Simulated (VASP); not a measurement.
Wanted: the native input for a VASP 6.6.1 run.

* Task: relaxation of cell and atoms
* Functional: PBE
* Potentials or basis: VASP PAW PBE potentials, release 64 (Dy_3, W_sv), 4f in core
* Cutoff: 500 eV
* k mesh: 6 × 6 × 6
* Occupations: gaussian, width 0.1 eV
* Spin: no spin polarisation
* Dipole correction: no
* Further INCAR settings: ALGO = Normal; EDIFF = 1e-07; IBRION = 2; EDIFFG = -0.04; NSW = 90; ISIF = 3

The structure of DyW2 lies in POSCAR:

```
DyW2
1.0
    0.0000000000      3.1443718200      3.1443718200
    3.1443718200      0.0000000000      3.1443718200
    3.1443718200      3.1443718200      0.0000000000
Dy W
1 2
Direct
    0.7500000000      0.7500000000      0.7500000000
    0.5000000000      0.5000000000      0.5000000000
    0.2500000000      0.2500000000      0.2500000000
```

The cell was generated, and may not be a known phase.

The input as run:

INCAR

```
PREC = Accurate
ENCUT = 500
EDIFF = 1E-7
ISMEAR = 0
SIGMA = 0.1
LREAL = False
LASPH = True
NELM = 200
ALGO = Normal
ISIF = 3
LWAVE = False
LCHARG = False
GGA = PE
IBRION = 2
NSW = 90
EDIFFG = -0.04
GGA_COMPAT = False
NELMIN = 4
LMAXMIX = 6
```

KPOINTS

```
Automatic mesh
0
Gamma
  6 6 6
```

Potentials or basis: VASP PAW PBE potentials, release 64 (Dy_3, W_sv), 4f in core.

Command:

```bash
$ cat potpaw_PBE.64/Dy_3/POTCAR potpaw_PBE.64/W_sv/POTCAR > POTCAR
$ mpirun -np 1 vasp_std > vasp.out
```

Results of the run:

| Quantity | Value |
| --- | --- |
| Relaxed volume | 22.13 Å³/atom |
| Relaxed cell | a = 4.545 Å, b = 4.545 Å, c = 4.545 Å, α = 60.00°, β = 60.00°, γ = 60.00° |
| Space group after relaxing (to 0.1 Å) | F-43m (No. 216) |
| Energy gained by relaxing | 38.5 meV/atom |
| Ionic steps | 3 |
| Pressure after relaxing | -0.3 GPa |
| Band gap on the k mesh | zero (an odd number of electrons rules out a gap without spin polarisation) |

Caveat: spin-orbit coupling is left out, which moves the levels of the heavy elements; the 4f electrons are frozen in the core, so they carry no moment and show no levels.

Run time: 65 s on 1 thread of AMD EPYC 7R13 Processor (Zen 3), with other jobs on the host, peak memory 0.17 GiB.
